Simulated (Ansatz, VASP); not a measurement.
Two plane-wave programs on Zn

Contents of INCAR:

```
PREC     = Accurate       # precision mode
ENCUT    = 520            # plane-wave cutoff, eV
EDIFF    = 1E-6           # SCF threshold, eV
ISMEAR   = 0              # smearing method
SIGMA    = 0.1            # smearing width, eV
LREAL    = F              # projectors in reciprocal space
LASPH    = T              # aspherical terms in the spheres
NELM     = 60             # most SCF steps
ALGO     = Normal         # electronic algorithm
ISIF     = 2              # what is computed and relaxed
LWAVE    = F              # write WAVECAR
LCHARG   = F              # write CHGCAR
GGA      = PE             # functional
NBANDS   = 19             # bands
```

The input KPOINTS:

```
Automatic mesh
0
Gamma
  6 6 2
```

The input POSCAR:

```
Zn
1.0
    2.2681701736     -1.3084870100      0.0000000000
    2.2681701736      1.3084870100      0.0000000000
   -1.5917165425      0.0000000000      7.3004081919
Zn
2
Direct
    0.2219821400      0.2219821400      0.6654950200
    0.7780178600      0.7780178600      0.3345049800
```

Input for Ansatz:

```yaml
crystal:
  lattice:
    - [2.2681701736, -1.30848701, 0.0]
    - [2.2681701736, 1.30848701, 0.0]
    - [-1.5917165425, 0.0, 7.3004081919]
  atoms:
    - { symbol: Zn, position: [0.22198214, 0.22198214, 0.66549502] }
    - { symbol: Zn, position: [0.77801786, 0.77801786, 0.33450498] }
basis:
  ecutwfc: 420
kpoints:
  mp_grid: { grid: [6, 6, 2] }
hamiltonian:
  xc: pbe
scf:
  occupations: { method: gaussian, width: 0.1 }
  lower_state_search: "off"
  convergence: { dr2_threshold: "1e-7 eV" }
output:
  forces: true
  stress: true
  eigenvalues: true
```

Alike in both runs: task single point; functional PBE; k mesh 6 × 6 × 2; occupations gaussian, width 0.1 eV; no spin polarisation.

|  | VASP | Ansatz |
| --- | --- | --- |
| version | VASP 6.6.1 | Ansatz 0.2.0 |
| potentials or method | VASP PAW PBE potentials, release 64 (Zn), cutoff 520 eV | scalar-relativistic, plane waves, PAW |
| valence electrons in the cell | 24 | 24 |

|  | VASP | Ansatz | Ansatz less VASP |
| --- | --- | --- | --- |
| gap on the k mesh at the Fermi level (eV) | none | none | - |
| pressure (GPa) | 0.2 | -0.1 | -0.38 |
| traceless stress, the component that is largest in VASP (GPa) | 3.22 | 3.36 | +0.138 |
| rms of the force components (eV/Å) | 0.294 | 0.287 | -0.0069 |

Atom by atom the forces differ by 0.007 eV/Å (rms over components). A gap of «none» marks a metal or a gap that the smearing closes. Ansatz's warnings: stress scf threshold loose.

The k mesh is coarse, so the values compare programs but aren't converged.
